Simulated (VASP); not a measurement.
# Ba3Co (Pm-3m) in VASP: a series of runs

The runs below take Ba3Co through single point, relaxation of cell and atoms, with PBE.

All numbers are computed with VASP 6.6.1; they aren't measurements. Logs are shortened: lines on timing, memory, paths and dates and some standing lists are left out, and cuts for length are marked.

## (1) The cell of the first run

The structure is cubic, space group Pm-3m (No. 221). Conventional cell: a = 4.935 Å, b = 4.935 Å, c = 4.935 Å, α = 90.00°, β = 90.00°, γ = 90.00°. Within 4.6 Å of Ba (site symmetry 4/mmm) lie 8 Ba at 3.49 Å and 4 Co at 3.49 Å. Within 4.6 Å of Co (site symmetry m-3m) lie 12 Ba at 3.49 Å.

## (2) Single point, PBE, collinear spin, ferromagnetic start

The input, INCAR:

```
PREC = Accurate ; ENCUT = 520
EDIFF = 1E-6 ; ISMEAR = 0
SIGMA = 0.1 ; LREAL = F
LASPH = T ; NELM = 150
ALGO = Normal ; ISIF = 2
LWAVE = F ; LCHARG = F
ISPIN = 2 ; MAGMOM = 0 0 0 3
LORBIT = 11 ; LMAXMIX = 4
GGA = PE ; NBANDS = 32
```

The input, KPOINTS:

```
regular mesh
0
Gamma
  4 4 4
```

The input, POSCAR:

```
Ba3Co
1.0
    4.9354962006      0.0000000000      0.0000000000
    0.0000000000      4.9354962006      0.0000000000
    0.0000000000      0.0000000000      4.9354962006
Ba Co
3 1
Direct
    0.0000000000      0.5000000000      0.5000000000
    0.5000000000      0.0000000000      0.5000000000
    0.5000000000      0.5000000000      0.0000000000
    0.0000000000      0.0000000000      0.0000000000
```

Potentials or basis: VASP PAW PBE potentials, release 64 (Ba_sv, Co).

On the command line:

```console
> cat potpaw_PBE.64/Ba_sv/POTCAR potpaw_PBE.64/Co/POTCAR > POTCAR
> mpirun -np 1 vasp_std > vasp.out
```

OUTCAR:

```text
PREC = Accurate
   ENCUT = 520
   EDIFF = 1E-6
   ISMEAR = 0
   LREAL = F
   LASPH = T
   NELM = 150
   ISIF = 2
   ISPIN = 2
   LORBIT = 11
   GGA = PE

 ion  position               nearest neighbor table
   1  0.000  0.500  0.500-   2 3.49   3 3.49   4 3.49   3 3.49   4 3.49   2 3.49   4 3.49   4 3.49
                             2 3.49   3 3.49   3 3.49   2 3.49
   2  0.500  0.000  0.500-   1 3.49   3 3.49   4 3.49   3 3.49   4 3.49   1 3.49   3 3.49   3 3.49
                             1 3.49   4 3.49   4 3.49   1 3.49
   3  0.500  0.500  0.000-   1 3.49   2 3.49   4 3.49   1 3.49   2 3.49   2 3.49   4 3.49   2 3.49
                             1 3.49   4 3.49   1 3.49   4 3.49
   4  0.000  0.000  0.000-   1 3.49   2 3.49   3 3.49   1 3.49   2 3.49   1 3.49   3 3.49   1 3.49
                             2 3.49   3 3.49   2 3.49   3 3.49

  LATTYP: Found a simple cubic cell.
 ALAT       =     4.9354962006

  Lattice vectors:

 A1 = (   4.9354962006,   0.0000000000,   0.0000000000)
 A2 = (   0.0000000000,   4.9354962006,   0.0000000000)
 A3 = (   0.0000000000,   0.0000000000,   4.9354962006)

Analysis of symmetry for initial positions (statically):
=====================================================================
 Subroutine PRICEL returns:
 Original cell was already a primitive cell.

 Routine SETGRP: Setting up the symmetry group for a
 simple cubic supercell.

 Subroutine GETGRP returns: Found 48 space group operations
 (whereof 48 operations were pure point group operations)
 out of a pool of 48 trial point group operations.

The static configuration has the point symmetry O_h .

Analysis of symmetry for dynamics (positions and initial velocities):
=====================================================================
 Subroutine PRICEL returns:
 Original cell was already a primitive cell.

 Routine SETGRP: Setting up the symmetry group for a
 simple cubic supercell.

 Subroutine GETGRP returns: Found 48 space group operations
 (whereof 48 operations were pure point group operations)
 out of a pool of 48 trial point group operations.

The dynamic configuration has the point symmetry O_h .

Analysis of structural, dynamic, and magnetic symmetry:
=====================================================================
 Subroutine PRICEL returns:
 Original cell was already a primitive cell.

 Routine SETGRP: Setting up the symmetry group for a
 simple cubic supercell.

 Subroutine GETGRP returns: Found 48 space group operations
 (whereof 48 operations were pure point group operations)
 out of a pool of 48 trial point group operations.

The overall configuration has the point symmetry O_h .

 Subroutine INISYM returns: Found 48 space group operations
 (whereof 48 operations are pure point group operations),
 and found     1 'primitive' translations

----------------------------------------------------------------------------------------

                                     Primitive cell

  volume of cell :     120.2244

  direct lattice vectors                    reciprocal lattice vectors
     4.935496201  0.000000000  0.000000000     0.202613873  0.000000000  0.000000000
     0.000000000  4.935496201  0.000000000     0.000000000  0.202613873  0.000000000
     0.000000000  0.000000000  4.935496201     0.000000000  0.000000000  0.202613873

  length of vectors
     4.935496201  4.935496201  4.935496201     0.202613873  0.202613873  0.202613873

  position of ions in fractional coordinates (direct lattice)
     0.000000000  0.500000000  0.500000000
     0.500000000  0.000000000  0.500000000
     0.500000000  0.500000000  0.000000000
     0.000000000  0.000000000  0.000000000

  ion indices of the primitive-cell ions
   primitive index   ion index
                 1           1
                 2           2
                 3           3
                 4           4

----------------------------------------------------------------------------------------

 KPOINTS: regular mesh

[... 22 lines left out ...]
 Following reciprocal coordinates:
            Coordinates               Weight
  0.000000  0.000000  0.000000      1.000000
  0.250000  0.000000  0.000000      6.000000
  0.500000  0.000000  0.000000      3.000000
  0.250000  0.250000  0.000000     12.000000
  0.500000  0.250000  0.000000     12.000000
  0.500000  0.500000  0.000000      3.000000
  0.250000  0.250000  0.250000      8.000000
  0.500000  0.250000  0.250000     12.000000
  0.500000  0.500000  0.250000      6.000000
  0.500000  0.500000  0.500000      1.000000
   k-points           NKPTS =     10   k-points in BZ     NKDIM =     10   number of bands    NBANDS=     32
   number of dos      NEDOS =    301   number of ions     NIONS =      4
   total plane-waves  NPLWV =  64000
   dimension x,y,z NGX =    40 NGY =   40 NGZ =   40
   dimension x,y,z NGXF=    80 NGYF=   80 NGZF=   80
   ions per type =               3   1
   NGX,Y,Z   is equivalent  to a cutoff of  13.47, 13.47, 13.47 a.u.
   NGXF,Y,Z  is equivalent  to a cutoff of  26.95, 26.95, 26.95 a.u.
 SYSTEM =  unknown system
   PREC   = accura    normal or accurate (medium, high low for compatibility)
   ISTART =      0    job   : 0-new  1-cont  2-samecut
   ICHARG =      2    charge: 1-file 2-atom 10-const
   ISPIN  =      2    spin polarized calculation?
   LNONCOLLINEAR =      F non collinear calculations
   LSORBIT =      F    spin-orbit coupling
   LASPH  =      T    aspherical Exc in radial PAW
   ENCUT  =  520.0 eV  38.22 Ry    6.18 a.u.   9.18  9.18  9.18*2*pi/ulx,y,z
   NELM   =    150;   NELMIN=  2; NELMDL= -5     # of ELM steps
   EDIFF  = 0.1E-05   stopping-criterion for ELM
   LREAL  =      F    real-space projection
   EDIFFG = 0.1E-04   stopping-criterion for IOM
   NSW    =      0    number of steps for IOM
   IBRION =     -1    ionic relax: 0-MD 1-quasi-New 2-CG
   NFREE  =      0    steps in history (QN), initial steepest desc. (CG)
   ISIF   =      2    stress and relaxation
   ISYM   =      2    0-nonsym 1-usesym 2-fastsym
   POTIM  = 0.5000    time-step for ionic-motion
   TEBEG  =    0.0;   TEEND  =   0.0 temperature during run
   PSTRESS=    0.0 pullay stress
   NELECT =      39.0000    total number of electrons
   NUPDOWN=      -1.0000    fix difference up-down
   EMIN   =  10.00;   EMAX   =-10.00  energy-range for DOS
   EFERMI =   0.00;   METHOD = LEGACY
   ISMEAR =     0;   SIGMA  =   0.10  broadening in eV -4-tet -1-fermi 0-gaus
   EFERMI_NEDOS =   21; number of points for ismear=-14 and -15
   IALGO  =     38    algorithm
   IMIX   =      4    mixing-type and parameters
     AMIX     =   0.40;   BMIX     =  1.00
     AMIX_MAG =   1.60;   BMIX_MAG =  1.00
  volume/ion in A,a.u.               =      30.06       202.83
  Fermi-wavevector in a.u.,A,eV,Ry     =   1.124861  2.125679 17.215620  1.265312
  Thomas-Fermi vector in A             =   2.261535
   LORBIT       =     11    0 simple, 1 ext, 2 COOP (PROOUT), +10 PAW based schemes
   GGA     = PE    functional components
   LHFCALC =     F    Hartree Fock is set to
   AEXX    =    0.0000 exact exchange contribution
   IVDW    =     0    specifies the selected vdW correction
   LEPSILON=     F    determine dielectric tensor
   LRPA    =     F    only Hartree local field effects (RPA)
 spin polarized calculation
 Gauss-broadening in eV      SIGMA  =   0.10
  energy-cutoff  :      520.00
  volume of cell :      120.22
 maximum number of plane-waves:      3243
 NGX is ok and might be reduce to    40
   NGX = 19   NGY = 19   NGZ = 19

 number of electron      39.0000000 magnetization       0.0156917

 number of electron      39.0000000 magnetization      -0.4454853

 Free energy of the ion-electron system (eV)
  ---------------------------------------------------
  ext. energy  EPLUGINS =         0.00000000
  ---------------------------------------------------
  free energy    TOTEN  =        -9.36025143 eV

  energy without entropy =       -9.32146076  energy(sigma->0) =       -9.34085609

 E-fermi :   4.5519     XC(G=0):  -9.7938

 val. band max:        4.5500210052   @ k =   0.5000   0.0000   0.0000
 cond. band min:       4.5533132672   @ k =   0.5000   0.5000   0.0000
 fundamental gap:      0.0032922620
 Fermi energy:         4.5519289056

 spin component 1

 k-point     1 :       0.0000    0.0000    0.0000
  band No.  band energies     occupation
      1     -24.2055      1.00000
      2     -23.5282      1.00000
      3     -23.5282      1.00000
      4     -10.2757      1.00000
      5     -10.2757      1.00000
      6     -10.2757      1.00000
[... 329 lines left out ...]
     30       8.5955      0.00000
     31       9.2941      0.00000
 Fermi energy:         4.5519289056

 spin component 2

 k-point     1 :       0.0000    0.0000    0.0000
  band No.  band energies     occupation
      1     -24.2823      1.00000
      2     -23.5929      1.00000
      3     -23.5929      1.00000
      4     -10.3930      1.00000
      5     -10.3930      1.00000
      6     -10.3930      1.00000
[... 329 lines left out ...]
     30       8.4881      0.00000
     31       8.9966      0.00000
 [bands above 31 left out]

------------------------ aborting loop because EDIFF is reached ----------------------------------------

  FORCE on cell =-STRESS in cart. coord.  units (eV):
  Direction    XX          YY          ZZ          XY          YZ          ZX
  --------------------------------------------------------------------------------------
  -------------------------------------------------------------------------------------
  Total        5.2839387      5.2839387      5.2839387      0.0000000      0.0000000     -0.0000000
  in kB       70.4167359     70.4167359     70.4167359      0.0000000      0.0000000     -0.0000000
  external PRESSURE =      70.4167359 kB  Pullay stress =       0.0000000 kB

 VOLUME and BASIS-vectors are now :
 -----------------------------------------------------------------------------
  energy-cutoff  :      520.00
  volume of cell :      120.22
      direct lattice vectors                 reciprocal lattice vectors
     4.935496201  0.000000000  0.000000000     0.202613873  0.000000000  0.000000000
     0.000000000  4.935496201  0.000000000     0.000000000  0.202613873  0.000000000
     0.000000000  0.000000000  4.935496201     0.000000000  0.000000000  0.202613873

 POSITION                                       TOTAL-FORCE (eV/Angst)
 -----------------------------------------------------------------------------------
      0.00000      2.46775      2.46775         0.000000      0.000000      0.000000
      2.46775      0.00000      2.46775         0.000000      0.000000      0.000000
      2.46775      2.46775      0.00000         0.000000      0.000000      0.000000
      0.00000      0.00000      0.00000         0.000000      0.000000      0.000000
 -----------------------------------------------------------------------------------
    total drift:                               -0.000000     -0.000000     -0.000000

  FREE ENERGIE OF THE ION-ELECTRON SYSTEM (eV)
  ---------------------------------------------------
  free  energy   TOTEN  =        -9.3602514288 eV

  energy  without entropy=       -9.3214607566  energy(sigma->0) =       -9.34085609

 total charge

# of ion       s       p       d       tot
------------------------------------------
    1        2.068   5.498   0.625   8.191
    2        2.068   5.498   0.625   8.191
    3        2.068   5.498   0.625   8.191
    4        0.466   0.127   7.339   7.932
--------------------------------------------------
tot          6.669  16.622   9.215  32.506

 magnetization (x)

# of ion       s       p       d       tot
------------------------------------------
    1       -0.014  -0.007  -0.113  -0.134
    2       -0.014  -0.007  -0.113  -0.134
    3       -0.014  -0.007  -0.113  -0.134
    4        0.004  -0.029   0.578   0.553
--------------------------------------------------
tot         -0.037  -0.051   0.238   0.150
```

Run time: 3 min. Hardware: 1 thread of Intel Xeon Platinum 8375C at 2.90GHz (Ice Lake), shared host; peak memory 0.31 GiB.

What came out:

* Free energy: -9.3603 eV
* Pressure: 7.0 GPa
* Net moment: -0.45 μB per cell
* Site moments: Ba -0.13; Co +0.55 μB
* Valence electrons inside the program's atomic spheres: Ba 8.19; Co 7.93

Caveat: the cell stands under pressure; spin-orbit coupling is left out, which moves the levels of the heavy elements.

## (3) Single point, PBE, collinear spin, ferrimagnetic start

This run uses another cell than the first one, of 41.72 Å³/atom.

The input, INCAR:

```
  PREC = Accurate
  ENCUT = 520
  EDIFF = 1E-6
  ISMEAR = 0
  SIGMA = 0.1
  LREAL = F
  LASPH = T
  NELM = 150
  ALGO = Normal
  ISIF = 2
  LWAVE = F
  LCHARG = F
  ISPIN = 2
  MAGMOM = -0.16 -0.16 -0.16 0.5
  LORBIT = 11
  LMAXMIX = 4
  GGA = PE
  NBANDS = 32
```

KPOINTS is that of step 2.

The input, POSCAR:

```
Ba3Co
1.0
    5.5053620283      0.0000000000      0.0000000000
    0.0000000000      5.5053620283      0.0000000000
    0.0000000000      0.0000000000      5.5053620283
Ba Co
3 1
Direct
    0.0000000000      0.5000000000      0.5000000000
    0.5000000000      0.0000000000      0.5000000000
    0.5000000000      0.5000000000      0.0000000000
    0.0000000000      0.0000000000      0.0000000000
```

Potentials or basis: VASP PAW PBE potentials, release 64 (Ba_sv, Co).

On the command line:

```console
> cat potpaw_PBE.64/Ba_sv/POTCAR potpaw_PBE.64/Co/POTCAR > POTCAR
> mpirun -np 1 vasp_std > vasp.out
```

Wall time 4.5 min (1 thread of Intel Xeon Platinum 8375C at 2.90GHz (Ice Lake), shared host); peak memory 0.37 GiB.

It converged, with:

| Quantity | Value |
| --- | --- |
| Free energy | -10.0262 eV |
| Pressure | -0.8 GPa |
| Net moment | 0.00 μB per cell |
| Valence electrons inside the program's atomic spheres | Ba 7.98; Co 7.79 |

Levels at points of the mesh, in eV from the Fermi level:
Spin up:
```tsv
k point	band 16	band 17	band 18	band 19	band 20	band 21	band 22	band 23
(0.00, 0.00, 0.00)	-0.98	-0.73	-0.73	-0.73	0.44	0.44	0.44	0.75
(0.50, 0.00, 0.00)	-0.51	-0.46	-0.31	-0.31	-0.27	0.33	0.54	0.54
(0.50, 0.50, 0.00)	-0.38	-0.36	-0.32	-0.32	-0.23	0.13	0.51	0.86
(0.50, 0.50, 0.50)	-0.96	-0.28	-0.28	0.15	0.15	0.15	1.52	1.52
```
Spin down:
| k point | band 17 | band 18 | band 19 | band 20 | band 21 | band 22 |
| --- | --- | --- | --- | --- | --- | --- |
| (0.00, 0.00, 0.00) | -0.73 | -0.73 | -0.73 | 0.44 | 0.44 | 0.44 |
| (0.50, 0.00, 0.00) | -0.46 | -0.31 | -0.31 | -0.27 | 0.33 | 0.54 |
| (0.50, 0.50, 0.00) | -0.36 | -0.33 | -0.33 | -0.23 | 0.13 | 0.51 |
| (0.50, 0.50, 0.50) | -0.28 | -0.28 | 0.15 | 0.15 | 0.15 | 1.52 |

Caveat: spin-orbit coupling is left out, which moves the levels of the heavy elements.

## (4) Relaxation of cell and atoms, PBE, collinear spin, ferrimagnetic start

The input, INCAR:

```
PREC = Accurate
ENCUT = 600
EDIFF = 1E-6
ISMEAR = 0
SIGMA = 0.1
LREAL = F
LASPH = T
NELM = 150
ALGO = Normal
ISIF = 3
LWAVE = F
LCHARG = F
ISPIN = 2
MAGMOM = -0.16 -0.16 -0.16 0.5
LORBIT = 11
LMAXMIX = 4
GGA = PE
IBRION = 2
NSW = 90
EDIFFG = -0.04
```

The input, KPOINTS:

```
Automatic mesh
0
Gamma
  4 4 4
```

The input, POSCAR:

```
Ba3Co
1.0
    4.9354962006      0.0000000000      0.0000000000
    0.0000000000      4.9354962006      0.0000000000
    0.0000000000      0.0000000000      4.9354962006
Ba Co
3 1
Direct
    0.0000000000      0.5000000000      0.5000000000
    0.5000000000      0.0000000000      0.5000000000
    0.5000000000      0.5000000000      0.0000000000
    0.0000000000      0.0000000000      0.0000000000
```

On the command line:

```console
> cat potpaw_PBE.64/Ba_sv/POTCAR potpaw_PBE.64/Co/POTCAR > POTCAR
> mpirun -np 1 vasp_std > vasp.out
```

It took 16 min on 1 thread of Intel Xeon Platinum 8375C at 2.90GHz (Ice Lake), shared host; peak memory 0.32 GiB.

Results (log left out):

| Quantity | Value |
| --- | --- |
| Free energy | -10.0436 eV |
| Relaxed volume | 40.00 Å³/atom |
| Relaxed cell | a = 5.429 Å, b = 5.429 Å, c = 5.429 Å, α = 90.00°, β = 90.00°, γ = 90.00° |
| Space group after relaxing (to 0.1 Å) | Pm-3m (No. 221) |
| Energy gained by relaxing | 170.9 meV/atom |
| Ionic steps | 6 |
| Pressure after relaxing | -0.1 GPa |
| Net moment | 0.00 μB per cell |
| Valence electrons inside the program's atomic spheres | Ba 8.00; Co 7.81 |

The path:
| step | energy change (eV) | largest force (eV/Å) | pressure (GPa) | volume (Å³) |
| --- | --- | --- | --- | --- |
| 1 | 0.0000 | 0.0000 | 7.16 | 120.22 |
| 2 | -0.6218 | 0.0000 | 1.61 | 145.15 |
| 3 | -0.6810 | 0.0000 | 0.83 | 155.22 |
| 4 | -0.5980 | 0.0000 | -1.32 | 176.72 |
| 5 | -0.6790 | 0.0000 | -0.44 | 162.67 |
| 6 | -0.6835 | 0.0000 | -0.13 | 160.01 |

Final structure:
```yaml
crystal:
  lattice:
    - [5.42897, 0.00000, 0.00000]
    - [0.00000, 5.42897, 0.00000]
    - [0.00000, 0.00000, 5.42897]
  atoms:
    - { symbol: Ba, position: [0.00000, 0.50000, 0.50000] }
    - { symbol: Ba, position: [0.50000, 0.00000, 0.50000] }
    - { symbol: Ba, position: [0.50000, 0.50000, 0.00000] }
    - { symbol: Co, position: [0.00000, 0.00000, 0.00000] }
```

Levels at points of the mesh, in eV from the Fermi level:
Spin up:
| k point | band 17 | band 18 | band 19 | band 20 | band 21 | band 22 |
| --- | --- | --- | --- | --- | --- | --- |
| (0.00, 0.00, 0.00) | -0.79 | -0.79 | -0.79 | 0.43 | 0.43 | 0.43 |
| (0.50, 0.00, 0.00) | -0.50 | -0.34 | -0.34 | -0.29 | 0.54 | 0.54 |
| (0.50, 0.50, 0.00) | -0.35 | -0.33 | -0.33 | -0.25 | 0.07 | 0.62 |
| (0.50, 0.50, 0.50) | -0.31 | -0.31 | 0.16 | 0.16 | 0.16 | 1.62 |
Spin down:
| k point | band 15 | band 16 | band 17 | band 18 | band 19 | band 20 | band 21 | band 22 | band 23 |
| --- | --- | --- | --- | --- | --- | --- | --- | --- | --- |
| (0.00, 0.00, 0.00) | -1.05 | -1.05 | -0.79 | -0.79 | -0.79 | 0.43 | 0.43 | 0.43 | 0.77 |
| (0.50, 0.00, 0.00) | -0.67 | -0.55 | -0.50 | -0.34 | -0.34 | -0.30 | 0.30 | 0.54 | 0.54 |
| (0.50, 0.50, 0.00) | -0.39 | -0.35 | -0.35 | -0.33 | -0.33 | -0.25 | 0.07 | 0.62 | 0.84 |
| (0.50, 0.50, 0.50) | -0.99 | -0.99 | -0.31 | -0.31 | 0.16 | 0.16 | 0.16 | 1.62 | 1.62 |

Caveat: the volume moved by over 15 % at a fixed basis, so the end points are rough; spin-orbit coupling is left out, which moves the levels of the heavy elements.

## (5) The runs side by side

```csv
task,spin,cell,cutoff (eV),gap on the mesh (eV),pressure (GPa),moment (μB)
single point,"collinear, ferromagnetic start","a = 4.935 Å, 4 atoms",520,none,7.0,0.45
single point,"collinear, ferrimagnetic start","a = 5.505 Å, 4 atoms",520,none,-0.8,0.00
relaxation of cell and atoms,"collinear, ferrimagnetic start","relaxed from a = 4.935 Å, 4 atoms",600,none,-0.1,0.00
```

Alike in all rows: level PBE; potentials or basis VASP PAW PBE potentials, release 64 (Ba_sv, Co); k mesh 4 × 4 × 4; smearing gaussian 0.1 eV.

Caveats: spin-orbit coupling is left out, which moves the levels of the heavy elements; the cell stands under pressure (at least some runs); the volume moved by over 15 % at a fixed basis, so the end points are rough (at least some runs).

Total energies depend on the potentials used, so only differences within one code and one set of settings carry meaning.

The gap in the log of VASP goes by the Fermi energy; the results here count the filled bands.